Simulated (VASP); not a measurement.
Ta:

```
CELL_PARAMETERS angstrom
-1.65128 1.65128 1.65128
1.65128 -1.65128 1.65128
1.65128 1.65128 -1.65128
ATOMIC_POSITIONS crystal
Ta 0.00000 0.00000 0.00000
```

- Program: VASP 6.6.1
- Task: relaxation of cell and atoms
- Functional: PBE
- Potentials or basis: VASP PAW PBE potentials, release 64 (Ta_pv)
- Cutoff: 600 eV
- k mesh: 11 × 11 × 11
- Occupations: fermi-dirac, width 0.05 eV
- Spin: no spin polarisation

At the start: pressure 2.7 GPa; volume 18.01 Å³/atom.

**Question.** Where does the relaxation end?

**Answer.** Over 3 steps the energy falls by 2.1 meV/atom and the volume is 18.26 Å³/atom (+1.4 %); space group Im-3m (No. 229, to 0.05 Å).

Step by step:
```csv
step,energy change (eV),largest force (eV/Å),pressure (GPa),volume (Å³)
1,0.0000,0.0000,2.74,18.01
2,0.0082,0.0000,-5.62,18.82
3,-0.0021,0.0000,-0.02,18.26
```

Final structure:
```
CELL_PARAMETERS angstrom
-1.65884 1.65884 1.65884
1.65884 -1.65884 1.65884
1.65884 1.65884 -1.65884
ATOMIC_POSITIONS crystal
Ta 0.00000 0.00000 0.00000
```
